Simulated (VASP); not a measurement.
# SiO2 (P4_2/mnm) in VASP: a series of runs, part 2 of 2

VASP 6.6.1.

## 5. Single point, r2SCAN (strain -0.040 along x and y, -0.040 along z)

POSCAR reads:

```
SiO2
1.0
    4.0179898332      0.0000000000      0.0000000000
    0.0000000000      4.0179898332      0.0000000000
    0.0000000000      0.0000000000      2.5619951744
Si O
2 4
Direct
    0.5000000000      0.5000000000      0.5000000000
    0.0000000000      0.0000000000      0.0000000000
    0.6938852014      0.6938852014      0.0000000000
    0.1938852014      0.8061147986      0.5000000000
    0.3061147986      0.3061147986      0.0000000000
    0.8061147986      0.1938852014      0.5000000000
```

INCAR.step1 reads:

```
ALGO = Normal ; EDIFF = 1E-4
ENCUT = 520 ; GGA = PE
ISMEAR = 0 ; LASPH = T
LCHARG = F ; LREAL = F
LWAVE = T ; NBANDS = 25
NELM = 60 ; PREC = Accurate
SIGMA = 0.05
```

INCAR.step2 reads:

```
ALGO = Normal ; EDIFF = 1E-6
ENCUT = 520 ; ISIF = 2
ISMEAR = 0 ; ISTART = 1
LASPH = T ; LCHARG = F
LMIXTAU = T ; LREAL = F
LWAVE = F ; METAGGA = R2SCAN
NBANDS = 25 ; NELM = 60
PREC = Accurate ; SIGMA = 0.05
```

KPOINTS reads:

```
k-points
0
Gamma
  6 6 8
```

On the command line:

```
$ cat potpaw_PBE.64/Si/POTCAR potpaw_PBE.64/O/POTCAR > POTCAR
$ cp INCAR.step1 INCAR
$ mpirun -np 1 vasp_std > vasp.out
$ cp INCAR.step2 INCAR
$ mpirun -np 1 vasp_std > vasp.out
```

It took 2.2 min on 1 thread of Intel Xeon Platinum 8259CL at 2.50GHz (Skylake/Cascade Lake), shared host; peak memory 0.17 GiB.

It converged, with:

```
Free energy            : -57.9463 eV
Pressure               : 53.8 GPa
Largest force          : 1.020 eV/Å
Band gap on the k mesh : 8.09 eV, direct
```

Forces on the atoms (eV/Å):
```
Si   0.000  0.000  0.000
Si   0.000  0.000  0.000
O    0.721  0.721  0.000
O    0.721 -0.721  0.000
O   -0.721 -0.721  0.000
O   -0.721  0.721  0.000
```

Stress tensor (GPa, compression positive):
```
49.79  0.00  0.00
 0.00 49.79  0.00
 0.00  0.00 61.90
```

Levels at points of the mesh, in eV from the valence-band top:
```
           k point  band 12  band 13  band 14  band 15  band 16  band 17  band 18  band 19  band 20  band 21
(0.00, 0.00, 0.00)    -3.57    -2.65    -0.96    -0.96     0.00     8.09     8.94    10.60    10.60    12.53
(0.50, 0.00, 0.00)    -4.51    -3.01    -3.01    -1.22    -1.22    10.22    10.22    11.26    11.26    13.04
(0.50, 0.50, 0.00)    -3.73    -2.96    -2.96    -2.76    -2.76     9.89     9.89    12.29    12.29    15.39
(0.00, 0.00, 0.50)    -5.12    -3.73    -3.73    -3.18    -3.18    11.88    11.88    15.09    15.09    15.36
(0.50, 0.00, 0.50)    -4.58    -2.62    -2.62    -2.13    -2.13    11.07    11.07    12.35    12.35    14.00
(0.50, 0.50, 0.50)    -4.95    -2.03    -2.03    -1.90    -1.90     9.83     9.83    12.91    12.91    13.37
```

Caveat: the cell differs from its parent crystal (strain -0.040 along x and y, -0.040 along z); the PAW data sets were made with another functional, which shifts forces and pressure a little. A k mesh can miss the band edges.

## 6. Single point, r2SCAN (strain -0.080 along x and y, +0.080 along z)

Changes to POSCAR since step 5:

```diff
@@ -2,5 +2,5 @@
 1.0
-    4.0179898332      0.0000000000      0.0000000000
-    0.0000000000      4.0179898332      0.0000000000
-    0.0000000000      0.0000000000      2.5619951744
+    3.8505735901      0.0000000000      0.0000000000
+    0.0000000000      3.8505735901      0.0000000000
+    0.0000000000      0.0000000000      2.8822445712
 Si O
```

INCAR.step1 reads:

```
ALGO = Normal ; EDIFF = 1E-4
ENCUT = 520 ; GGA = PE
ISMEAR = 0 ; LASPH = True
LCHARG = False ; LREAL = False
LWAVE = True ; NBANDS = 25
NELM = 100 ; PREC = Accurate
SIGMA = 0.05
```

INCAR.step2 reads:

```
ALGO = Normal ; EDIFF = 1E-6
ENCUT = 520 ; ISIF = 2
ISMEAR = 0 ; ISTART = 1
LASPH = True ; LCHARG = False
LMIXTAU = True ; LREAL = False
LWAVE = False ; METAGGA = R2SCAN
NBANDS = 25 ; NELM = 100
PREC = Accurate ; SIGMA = 0.05
```

KPOINTS is that of step 5.

Potentials or basis: VASP PAW PBE potentials, release 64 (Si, O).

On the command line:

```
$ cat potpaw_PBE.64/Si/POTCAR potpaw_PBE.64/O/POTCAR > POTCAR
$ cp INCAR.step1 INCAR
$ mpirun -np 1 vasp_std > vasp.out
$ cp INCAR.step2 INCAR
$ mpirun -np 1 vasp_std > vasp.out
```

OUTCAR:

```text
EDIFF = 1E-6
   ENCUT = 520
   ISIF = 2
   ISMEAR = 0
   ISTART = 1
   LASPH = True
   LREAL = False
   METAGGA = R2SCAN
   NELM = 100
   PREC = Accurate

 ion  position               nearest neighbor table
   1  0.500  0.500  0.500-   4 1.67   6 1.67   5 1.79   3 1.79   3 1.79   5 1.79   2 3.08   2 3.08
                             2 3.08   2 3.08   2 3.08   2 3.08   2 3.08   2 3.08
   2  0.000  0.000  0.000-   3 1.67   5 1.67   4 1.79   6 1.79   4 1.79   6 1.79   1 3.08   1 3.08
                             1 3.08   1 3.08   1 3.08   1 3.08   1 3.08   1 3.08
   3  0.694  0.694  0.000-   2 1.67   1 1.79   1 1.79
   4  0.194  0.806  0.500-   1 1.67   2 1.79   2 1.79
   5  0.306  0.306  0.000-   2 1.67   1 1.79   1 1.79
   6  0.806  0.194  0.500-   1 1.67   2 1.79   2 1.79

  LATTYP: Found a simple tetragonal cell.
 ALAT       =     3.8505735901
 C/A-ratio  =     0.7485234352

  Lattice vectors:

 A1 = (   3.8505735901,   0.0000000000,   0.0000000000)
 A2 = (   0.0000000000,   3.8505735901,   0.0000000000)
 A3 = (   0.0000000000,   0.0000000000,   2.8822445712)

Analysis of symmetry for initial positions (statically):
=====================================================================
 Subroutine PRICEL returns:
 Original cell was already a primitive cell.

 Routine SETGRP: Setting up the symmetry group for a
 simple tetragonal supercell.

 Subroutine GETGRP returns: Found 16 space group operations
 (whereof  8 operations were pure point group operations)
 out of a pool of 16 trial point group operations.

The static configuration has the point symmetry D_2h.
 The point group associated with its full space group is D_4h.

Analysis of symmetry for dynamics (positions and initial velocities):
=====================================================================
 Subroutine PRICEL returns:
 Original cell was already a primitive cell.

 Routine SETGRP: Setting up the symmetry group for a
 simple tetragonal supercell.

 Subroutine GETGRP returns: Found 16 space group operations
 (whereof  8 operations were pure point group operations)
 out of a pool of 16 trial point group operations.

The dynamic configuration has the point symmetry D_2h.
 The point group associated with its full space group is D_4h.

 Subroutine INISYM returns: Found 16 space group operations
 (whereof  8 operations are pure point group operations),
 and found     1 'primitive' translations

----------------------------------------------------------------------------------------

                                     Primitive cell

  volume of cell :      42.7348

  direct lattice vectors                    reciprocal lattice vectors
     3.850573590  0.000000000  0.000000000     0.259701568  0.000000000  0.000000000
     0.000000000  3.850573590  0.000000000     0.000000000  0.259701568  0.000000000
     0.000000000  0.000000000  2.882244571     0.000000000  0.000000000  0.346951820

  length of vectors
     3.850573590  3.850573590  2.882244571     0.259701568  0.259701568  0.346951820

  position of ions in fractional coordinates (direct lattice)
     0.500000000  0.500000000  0.500000000
     0.000000000  0.000000000  0.000000000
     0.693885201  0.693885201  0.000000000
     0.193885201  0.806114799  0.500000000
[... 42 lines left out ...]
  0.333333  0.000000  0.000000      4.000000
  0.500000  0.000000  0.000000      2.000000
  0.166667  0.166667  0.000000      4.000000
  0.333333  0.166667  0.000000      8.000000
[... 16 lines left out ...]
  0.333333  0.000000  0.250000      8.000000
  0.500000  0.000000  0.250000      4.000000
 [... further k-points ...]
   k-points           NKPTS =     50   k-points in BZ     NKDIM =     50   number of bands    NBANDS=     25
   number of dos      NEDOS =    301   number of ions     NIONS =      6
   total plane-waves  NPLWV =  21600
   dimension x,y,z NGX =    30 NGY =   30 NGZ =   24
   dimension x,y,z NGXF=    60 NGYF=   60 NGZF=   48
   ions per type =               2   4
   NGX,Y,Z   is equivalent  to a cutoff of  12.95, 12.95, 13.84 a.u.
   NGXF,Y,Z  is equivalent  to a cutoff of  25.90, 25.90, 27.69 a.u.
 SYSTEM =  unknown system
   PREC   = accura    normal or accurate (medium, high low for compatibility)
   ISTART =      1    job   : 0-new  1-cont  2-samecut
   ICHARG =      0    charge: 1-file 2-atom 10-const
   ISPIN  =      1    spin polarized calculation?
   LNONCOLLINEAR =      F non collinear calculations
   LSORBIT =      F    spin-orbit coupling
   LASPH  =      T    aspherical Exc in radial PAW
   ENCUT  =  520.0 eV  38.22 Ry    6.18 a.u.   7.16  7.16  5.36*2*pi/ulx,y,z
   NELM   =    100;   NELMIN=  2; NELMDL=  0     # of ELM steps
   EDIFF  = 0.1E-05   stopping-criterion for ELM
   LREAL  =      F    real-space projection
   EDIFFG = 0.1E-04   stopping-criterion for IOM
   NSW    =      0    number of steps for IOM
   IBRION =     -1    ionic relax: 0-MD 1-quasi-New 2-CG
   NFREE  =      0    steps in history (QN), initial steepest desc. (CG)
   ISIF   =      2    stress and relaxation
   ISYM   =      2    0-nonsym 1-usesym 2-fastsym
   POTIM  = 0.5000    time-step for ionic-motion
   TEBEG  =    0.0;   TEEND  =   0.0 temperature during run
   PSTRESS=    0.0 pullay stress
   NELECT =      32.0000    total number of electrons
   NUPDOWN=      -1.0000    fix difference up-down
   EMIN   =  10.00;   EMAX   =-10.00  energy-range for DOS
   EFERMI =   0.00;   METHOD = LEGACY
   ISMEAR =     0;   SIGMA  =   0.05  broadening in eV -4-tet -1-fermi 0-gaus
   EFERMI_NEDOS =   21; number of points for ismear=-14 and -15
   IALGO  =     38    algorithm
   IMIX   =      4    mixing-type and parameters
     AMIX     =   0.40;   BMIX     =  1.00
     AMIX_MAG =   1.60;   BMIX_MAG =  1.00
  volume/ion in A,a.u.               =       7.12        48.06
  Fermi-wavevector in a.u.,A,eV,Ry     =   1.486612  2.809289 30.069077  2.210015
  Thomas-Fermi vector in A             =   2.599876
   LORBIT       =      0    0 simple, 1 ext, 2 COOP (PROOUT), +10 PAW based schemes
   METAGGA = R2SCAN    functional components
   LHFCALC =     F    Hartree Fock is set to
   AEXX    =    0.0000 exact exchange contribution
   IVDW    =     0    specifies the selected vdW correction
   LEPSILON=     F    determine dielectric tensor
   LRPA    =     F    only Hartree local field effects (RPA)
 non-spin polarized calculation
 Gauss-broadening in eV      SIGMA  =   0.05
  energy-cutoff  :      520.00
  volume of cell :       42.73
 maximum number of plane-waves:      1184
 NGX is ok and might be reduce to    30
   NGX = 15   NGY = 15   NGZ = 11

 number of electron      31.9999980 magnetization

 Free energy of the ion-electron system (eV)
  ---------------------------------------------------
  ext. energy  EPLUGINS =         0.00000000
  ---------------------------------------------------
  free energy    TOTEN  =       -57.31462985 eV

  energy without entropy =      -57.31462985  energy(sigma->0) =      -57.31462985

 E-fermi :   9.1888     XC(G=0): -13.4122

 val. band max:        8.9832487562   @ k =   0.0000   0.0000   0.0000
 cond. band min:      15.0780732801   @ k =   0.0000   0.0000   0.0000
 fundamental gap:      6.0948245239
 Fermi energy:         9.1887517840

 k-point     1 :       0.0000    0.0000    0.0000
  band No.  band energies     occupation
      1     -15.1403      2.00000
      2     -10.7004      2.00000
      3     -10.7004      2.00000
      4     -10.2438      2.00000
      5      -2.2967      2.00000
      6       1.6510      2.00000
[... 661 lines left out ...]
     24      23.7159      0.00000
     25      24.9402      0.00000

 [... further k-points ...]

------------------------ aborting loop because EDIFF is reached ----------------------------------------

  FORCE on cell =-STRESS in cart. coord.  units (eV):
  Direction    XX          YY          ZZ          XY          YZ          ZX
  --------------------------------------------------------------------------------------
  -------------------------------------------------------------------------------------
  Total       15.9296200     15.9296200     -4.2579554      0.0000000      0.0000000      0.0000000
  in kB      597.2199585    597.2199585   -159.6356948      0.0000000      0.0000000      0.0000000
  external PRESSURE =     344.9347407 kB  Pullay stress =       0.0000000 kB

 VOLUME and BASIS-vectors are now :
 -----------------------------------------------------------------------------
  energy-cutoff  :      520.00
  volume of cell :       42.73
      direct lattice vectors                 reciprocal lattice vectors
     3.850573590  0.000000000  0.000000000     0.259701568  0.000000000  0.000000000
     0.000000000  3.850573590  0.000000000     0.000000000  0.259701568  0.000000000
     0.000000000  0.000000000  2.882244571     0.000000000  0.000000000  0.346951820

 POSITION                                       TOTAL-FORCE (eV/Angst)
 -----------------------------------------------------------------------------------
      1.92529      1.92529      1.44112         0.000000     -0.000000     -0.000000
      0.00000      0.00000      0.00000         0.000000     -0.000000     -0.000000
      2.67186      2.67186      0.00000         0.678379      0.678379     -0.000000
      0.74657      3.10400      1.44112         0.678379     -0.678379     -0.000000
      1.17872      1.17872      0.00000        -0.678379     -0.678379      0.000000
      3.10400      0.74657      1.44112        -0.678379      0.678379     -0.000000
 -----------------------------------------------------------------------------------
    total drift:                               -0.000000      0.000000     -0.000000

  FREE ENERGIE OF THE ION-ELECTRON SYSTEM (eV)
  ---------------------------------------------------
  free  energy   TOTEN  =       -57.3146298535 eV

  energy  without entropy=      -57.3146298535  energy(sigma->0) =      -57.31462985
```

Run time: 2.7 min. Hardware: 1 thread of Intel Xeon Platinum 8259CL at 2.50GHz (Skylake/Cascade Lake), shared host; peak memory 0.18 GiB.

What came out:

| Quantity | Value |
| --- | --- |
| Free energy | -57.3146 eV |
| Pressure | 34.5 GPa |
| Largest force | 0.959 eV/Å |
| Band gap on the k mesh | 6.09 eV, direct |

Forces in eV/Å, atoms in the order of the input:
```
Si   0.000  0.000  0.000
Si   0.000  0.000  0.000
O    0.678  0.678  0.000
O    0.678 -0.678  0.000
O   -0.678 -0.678  0.000
O   -0.678  0.678  0.000
```

Levels at points of the mesh, in eV from the valence-band top:
```
           k point  band 12  band 13  band 14  band 15  band 16  band 17  band 18  band 19  band 20  band 21
(0.00, 0.00, 0.00)    -3.74    -2.71    -0.54    -0.54     0.00     6.09     7.38     8.16     8.16    11.56
(0.50, 0.00, 0.00)    -3.98    -3.00    -3.00    -0.89    -0.89     8.44     8.44     9.28     9.28    13.79
(0.50, 0.50, 0.00)    -4.06    -3.14    -3.14    -1.72    -1.72     8.23     8.23    10.72    10.72    15.87
(0.00, 0.00, 0.50)    -4.14    -3.75    -3.75    -2.54    -2.54    11.92    11.92    13.68    13.68    14.17
(0.50, 0.00, 0.50)    -4.02    -1.78    -1.78    -1.54    -1.54    11.45    11.45    13.80    13.80    14.11
(0.50, 0.50, 0.50)    -3.85    -1.30    -1.30    -1.14    -1.14    10.09    10.09    13.45    13.45    13.79
```

Caveat: the cell differs from its parent crystal (strain -0.080 along x and y, +0.080 along z); the PAW data sets were made with another functional, which shifts forces and pressure a little. A k mesh can miss the band edges.

## 7. The runs side by side

| cell | gap on the mesh (eV) | pressure (GPa) | largest force (eV/Å) |
| --- | --- | --- | --- |
| a = 3.851, b = 3.851, c = 2.669 Å, 6 atoms | 7.00 | 76.1 | 1.25 |
| a = 4.018, b = 4.018, c = 2.455 Å, 6 atoms | 9.02 | 82.5 | 1.48 |
| a = 3.851, b = 3.851, c = 2.775 Å, 6 atoms | 6.49 | 52.9 | 1.02 |
| a = 4.018, b = 4.018, c = 2.562 Å, 6 atoms | 8.09 | 53.8 | 1.02 |
| a = 3.851, b = 3.851, c = 2.882 Å, 6 atoms | 6.09 | 34.5 | 0.96 |

Alike in all rows: task single point; level r2SCAN; potentials or basis VASP PAW PBE potentials, release 64 (Si, O); no spin polarisation; k mesh 6 × 6 × 8; cutoff (eV) 520; smearing gaussian 0.05 eV.

Caveats: the PAW data sets were made with another functional, which shifts forces and pressure a little.

Total energies depend on the potentials used, so only differences within one code and one set of settings carry meaning.
